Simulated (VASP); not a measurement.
# Fe (I4/mmm) in VASP: single point with PBEsol

Aim: the single point of Fe with PBEsol.

Program: VASP 6.6.1. These are calculated values, not measurements. Logs are shortened: lines on timing, memory, paths and dates and some standing lists are left out, and cuts for length are marked.

## (1) The cell of the first run

The structure is tetragonal, space group I4/mmm (No. 139). The conventional cell has a = 2.411 Å, b = 2.411 Å, c = 3.396 Å, α = 90.00°, β = 90.00°, γ = 90.00°. Within 3.2 Å of Fe (site symmetry 4/mmm) lie 12 Fe at 2.41 Å.

## (2) Single point, PBEsol, collinear spin, ferromagnetic start

Input file INCAR:

```
SYSTEM = Fe
  ALGO = Normal
  EDIFF = 1E-7
  ENCUT = 520
  GGA = PS
  ISIF = 2
  ISMEAR = 0
  ISPIN = 2
  LASPH = .True.
  LCHARG = .False.
  LMAXMIX = 4
  LORBIT = 11
  LREAL = .False.
  LWAVE = .False.
  MAGMOM = 3.5 3.5
  NBANDS = 19
  NELM = 150
  PREC = Accurate
  SIGMA = 0.1
```

Input file KPOINTS:

```
k-points
0
Gamma
  9 9 6
  0 0 0
```

Input file POSCAR:

```
Fe
1.0
    1.7049019931     -1.7049875173      0.0000000000
    1.7049019931      1.7049875173      0.0000000000
    0.0000000000      0.0000000000      3.3961816976
Fe
2
Direct
    0.5000000000      0.5000000000      0.5000000000
    0.0000000000      0.0000000000      0.0000000000
```

Potentials or basis: VASP PAW PBE potentials, release 64 (Fe).

Command:

```
$ cat potpaw_PBE.64/Fe/POTCAR > POTCAR
$ mpirun -np 1 vasp_std > vasp.out
```

OUTCAR:

```text
SYSTEM = Fe
   EDIFF = 1E-7
   ENCUT = 520
   GGA = PS
   ISIF = 2
   ISMEAR = 0
   ISPIN = 2
   LASPH = .True.
   LORBIT = 11
   LREAL = .False.
   NELM = 150
   PREC = Accurate

 ion  position               nearest neighbor table
   1  0.500  0.500  0.500-   2 2.41   2 2.41   2 2.41   2 2.41   2 2.41   2 2.41   2 2.41   2 2.41

   2  0.000  0.000  0.000-   1 2.41   1 2.41   1 2.41   1 2.41   1 2.41   1 2.41   1 2.41   1 2.41

  LATTYP: Found a base centered orthorhombic cell.
 ALAT       =     3.4098039862
 B/A-ratio  =     1.0000501637
 C/A-ratio  =     0.9960049643

  Lattice vectors:

 A1 = (   1.7049019931,  -1.7049875173,   0.0000000000)
 A2 = (   1.7049019931,   1.7049875173,   0.0000000000)
 A3 = (   0.0000000000,   0.0000000000,   3.3961816976)

Analysis of symmetry for initial positions (statically):
=====================================================================
 Subroutine PRICEL returns following result:

  LATTYP: Found a face centered orthorhombic cell.
 ALAT       =     3.3961816976
 B/A-ratio  =     1.0040110600
 C/A-ratio  =     1.0040614249
[... 12 lines left out ...]
 Subroutine GETGRP returns: Found  8 space group operations
 (whereof  8 operations were pure point group operations)
 out of a pool of  8 trial point group operations.

The static configuration has the point symmetry D_2h.

Analysis of symmetry for dynamics (positions and initial velocities):
=====================================================================
 Subroutine PRICEL returns following result:

  LATTYP: Found a face centered orthorhombic cell.
 ALAT       =     3.3961816976
 B/A-ratio  =     1.0040110600
 C/A-ratio  =     1.0040614249
[... 12 lines left out ...]
 Subroutine GETGRP returns: Found  8 space group operations
 (whereof  8 operations were pure point group operations)
 out of a pool of  8 trial point group operations.

The dynamic configuration has the point symmetry D_2h.

Analysis of structural, dynamic, and magnetic symmetry:
=====================================================================
 Subroutine PRICEL returns following result:

  LATTYP: Found a face centered orthorhombic cell.
 ALAT       =     3.3961816976
 B/A-ratio  =     1.0040110600
 C/A-ratio  =     1.0040614249
[... 12 lines left out ...]
 Subroutine GETGRP returns: Found  8 space group operations
 (whereof  8 operations were pure point group operations)
 out of a pool of  8 trial point group operations.

The overall configuration has the point symmetry D_2h.

 Subroutine INISYM returns: Found  8 space group operations
 (whereof  8 operations are pure point group operations),
 and found     2 'primitive' translations

----------------------------------------------------------------------------------------

                                     Primitive cell

  volume of cell :       9.8721

  direct lattice vectors                    reciprocal lattice vectors
     1.704901993  1.704987517  0.000000000     0.293271990  0.293257279 -0.294448321
     0.000000000  1.704987517  1.698090849    -0.293271990  0.293257279  0.294448321
     1.704901993  0.000000000  1.698090849     0.293271990 -0.293257279  0.294448321

  length of vectors
     2.411155997  2.406344731  2.406284135     0.508633567  0.508633567  0.508633567

  position of ions in fractional coordinates (direct lattice)
     1.000000000  0.000000000  0.000000000

  ion indices of the primitive-cell ions
   primitive index   ion index
                 1           1

----------------------------------------------------------------------------------------

 KPOINTS: k-points

Automatic generation of k-mesh.
 Grid dimensions read from file:
 generate k-points for:    9    9    6

 Generating k-lattice:

  Cartesian coordinates                     Fractional coordinates (reciprocal lattice)
     0.032585777 -0.032584142  0.000000000     0.111111111  0.000000000  0.000000000
     0.032585777  0.032584142  0.000000000     0.000000000  0.111111111  0.000000000
     0.000000000  0.000000000  0.049074720     0.000000000  0.000000000  0.166666667

  Length of vectors
     0.046082091  0.046082091  0.049074720

  Shift w.r.t. Gamma in fractional coordinates (k-lattice)
     0.000000000  0.000000000  0.000000000

 Subroutine IBZKPT returns following result:
 ===========================================

 Found    100 irreducible k-points:

 Following reciprocal coordinates:
            Coordinates               Weight
  0.000000  0.000000  0.000000      1.000000
  0.111111  0.000000  0.000000      4.000000
  0.222222  0.000000  0.000000      4.000000
  0.333333  0.000000  0.000000      4.000000
  0.444444  0.000000  0.000000      4.000000
  0.111111  0.111111  0.000000      2.000000
[... 16 lines left out ...]
 -0.333333  0.333333  0.000000      2.000000
  0.444444  0.444444  0.000000      2.000000
 [... further k-points ...]
   k-points           NKPTS =    100   k-points in BZ     NKDIM =    100   number of bands    NBANDS=     19
   number of dos      NEDOS =    301   number of ions     NIONS =      2
   total plane-waves  NPLWV =   9072
   dimension x,y,z NGX =    18 NGY =   18 NGZ =   28
   dimension x,y,z NGXF=    36 NGYF=   36 NGZF=   56
   ions per type =               2
   NGX,Y,Z   is equivalent  to a cutoff of  12.41, 12.41, 13.71 a.u.
   NGXF,Y,Z  is equivalent  to a cutoff of  24.82, 24.82, 27.41 a.u.
 SYSTEM =  Fe
   PREC   = accura    normal or accurate (medium, high low for compatibility)
   ISTART =      0    job   : 0-new  1-cont  2-samecut
   ICHARG =      2    charge: 1-file 2-atom 10-const
   ISPIN  =      2    spin polarized calculation?
   LNONCOLLINEAR =      F non collinear calculations
   LSORBIT =      F    spin-orbit coupling
   LASPH  =      T    aspherical Exc in radial PAW
   ENCUT  =  520.0 eV  38.22 Ry    6.18 a.u.   4.48  4.48  6.31*2*pi/ulx,y,z
   NELM   =    150;   NELMIN=  2; NELMDL= -5     # of ELM steps
   EDIFF  = 0.1E-06   stopping-criterion for ELM
   LREAL  =      F    real-space projection
   EDIFFG = 0.1E-05   stopping-criterion for IOM
   NSW    =      0    number of steps for IOM
   IBRION =     -1    ionic relax: 0-MD 1-quasi-New 2-CG
   NFREE  =      0    steps in history (QN), initial steepest desc. (CG)
   ISIF   =      2    stress and relaxation
   ISYM   =      2    0-nonsym 1-usesym 2-fastsym
   POTIM  = 0.5000    time-step for ionic-motion
   TEBEG  =    0.0;   TEEND  =   0.0 temperature during run
   PSTRESS=    0.0 pullay stress
   NELECT =      16.0000    total number of electrons
   NUPDOWN=      -1.0000    fix difference up-down
   EMIN   =  10.00;   EMAX   =-10.00  energy-range for DOS
   EFERMI =   0.00;   METHOD = LEGACY
   ISMEAR =     0;   SIGMA  =   0.10  broadening in eV -4-tet -1-fermi 0-gaus
   EFERMI_NEDOS =   21; number of points for ismear=-14 and -15
   IALGO  =     38    algorithm
   IMIX   =      4    mixing-type and parameters
     AMIX     =   0.40;   BMIX     =  1.00
     AMIX_MAG =   1.60;   BMIX_MAG =  1.00
  volume/ion in A,a.u.               =       9.87        66.62
  Fermi-wavevector in a.u.,A,eV,Ry     =   1.526280  2.884252 31.695203  2.329532
  Thomas-Fermi vector in A             =   2.634335
   LORBIT       =     11    0 simple, 1 ext, 2 COOP (PROOUT), +10 PAW based schemes
   GGA     = PS    functional components
   LHFCALC =     F    Hartree Fock is set to
   AEXX    =    0.0000 exact exchange contribution
   IVDW    =     0    specifies the selected vdW correction
   LEPSILON=     F    determine dielectric tensor
   LRPA    =     F    only Hartree local field effects (RPA)
 spin polarized calculation
 Gauss-broadening in eV      SIGMA  =   0.10
  energy-cutoff  :      520.00
  volume of cell :       19.74
 maximum number of plane-waves:       548
 NGX is ok and might be reduce to    18
   NGX =  9   NGY =  9   NGZ = 13

 number of electron      16.0000008 magnetization      -0.0097215

 number of electron      16.0000008 magnetization       0.0027268

 Free energy of the ion-electron system (eV)
  ---------------------------------------------------
  ext. energy  EPLUGINS =         0.00000000
  ---------------------------------------------------
  free energy    TOTEN  =       -17.70899252 eV

  energy without entropy =      -17.69456819  energy(sigma->0) =      -17.70178036

 E-fermi :   7.0386     XC(G=0): -14.1415

 val. band max:        7.0316771167   @ k =   0.2222   0.1111   0.1667
 cond. band min:       7.0533671697   @ k =   0.2222   0.0000   0.1667
 fundamental gap:      0.0216900530
 Fermi energy:         7.0386047048

 spin component 1

 k-point     1 :       0.0000    0.0000    0.0000
  band No.  band energies     occupation
      1      -2.0363      1.00000
      2       1.8245      1.00000
      3       2.5912      1.00000
      4       5.2975      1.00000
      5       5.2980      1.00000
      6       5.3276      1.00000
[... 517 lines left out ...]
     18      24.0046      0.00000
     19      29.2953      0.00000

 [... further k-points ...]

 spin component 2

 k-point     1 :       0.0000    0.0000    0.0000
  band No.  band energies     occupation
      1      -2.0363      1.00000
      2       1.8255      1.00000
      3       2.5923      1.00000
      4       5.2988      1.00000
      5       5.2993      1.00000
      6       5.3290      1.00000
[... 517 lines left out ...]
     18      24.0045      0.00000
     19      29.2956      0.00000

 [... further k-points ...]

------------------------ aborting loop because EDIFF is reached ----------------------------------------

  FORCE on cell =-STRESS in cart. coord.  units (eV):
  Direction    XX          YY          ZZ          XY          YZ          ZX
  --------------------------------------------------------------------------------------
  -------------------------------------------------------------------------------------
  Total       -0.0634618     -0.0649310     -0.0651429      0.0000000      0.0000000      0.0000000
  in kB       -5.1496977     -5.2689126     -5.2861056      0.0000000      0.0000000      0.0000000
  external PRESSURE =      -5.2349053 kB  Pullay stress =       0.0000000 kB

 VOLUME and BASIS-vectors are now :
 -----------------------------------------------------------------------------
  energy-cutoff  :      520.00
  volume of cell :       19.74
      direct lattice vectors                 reciprocal lattice vectors
     1.704901993 -1.704987517  0.000000000     0.293271990 -0.293257279  0.000000000
     1.704901993  1.704987517  0.000000000     0.293271990  0.293257279  0.000000000
     0.000000000  0.000000000  3.396181698     0.000000000  0.000000000  0.294448321

 POSITION                                       TOTAL-FORCE (eV/Angst)
 -----------------------------------------------------------------------------------
      1.70490      0.00000      1.69809         0.000000      0.000000      0.000000
      0.00000      0.00000      0.00000        -0.000000      0.000000      0.000000
 -----------------------------------------------------------------------------------
    total drift:                               -0.000000     -0.000000     -0.000000

  FREE ENERGIE OF THE ION-ELECTRON SYSTEM (eV)
  ---------------------------------------------------
  free  energy   TOTEN  =       -17.7089925247 eV

  energy  without entropy=      -17.6945681928  energy(sigma->0) =      -17.70178036

 total charge

# of ion       s       p       d       tot
------------------------------------------
    1        0.557   0.677   6.363   7.597
    2        0.557   0.677   6.363   7.597
--------------------------------------------------
tot          1.115   1.354  12.725  15.194

 magnetization (x)

# of ion       s       p       d       tot
------------------------------------------
    1       -0.000  -0.000   0.001   0.001
    2       -0.000  -0.000   0.001   0.001
--------------------------------------------------
tot         -0.000  -0.000   0.002   0.002
```

It took 61 s on 1 thread of Intel Xeon 6975P-C (Granite Rapids), shared host; peak memory 0.17 GiB.

What came out:

```
Free energy                                           : -17.7090 eV
Pressure                                              : -0.5 GPa
Band gap on the k mesh                                : zero (filled and empty bands overlap)
Net moment                                            : 0.00 μB per cell
Valence electrons inside the program's atomic spheres : Fe 7.60
```

Levels at points of the mesh, in eV from the Fermi level:
Spin up:
| k point | band 5 | band 6 | band 7 | band 8 | band 9 | band 10 | band 11 | band 12 |
| --- | --- | --- | --- | --- | --- | --- | --- | --- |
| (0.00, 0.00, 0.00) | -1.74 | -1.71 | -0.10 | -0.06 | 1.02 | 1.34 | 1.34 | 3.41 |
| (0.00, 0.00, 0.50) | -1.04 | -1.04 | -0.46 | -0.46 | -0.46 | -0.46 | 0.44 | 0.44 |
Spin down:
```csv
k point,band 4,band 5,band 6,band 7,band 8,band 9,band 10,band 11,band 12,band 13
"(0.00, 0.00, 0.00)",-1.74,-1.74,-1.71,-0.10,-0.06,1.02,1.34,1.34,3.41,12.21
"(0.00, 0.00, 0.50)",-3.18,-1.04,-1.04,-0.46,-0.46,-0.46,-0.46,0.45,0.45,21.45
```

Caveat: the starting moments collapsed, and a magnetic state may lie lower; the PAW data sets were made with another functional, which shifts forces and pressure a little.
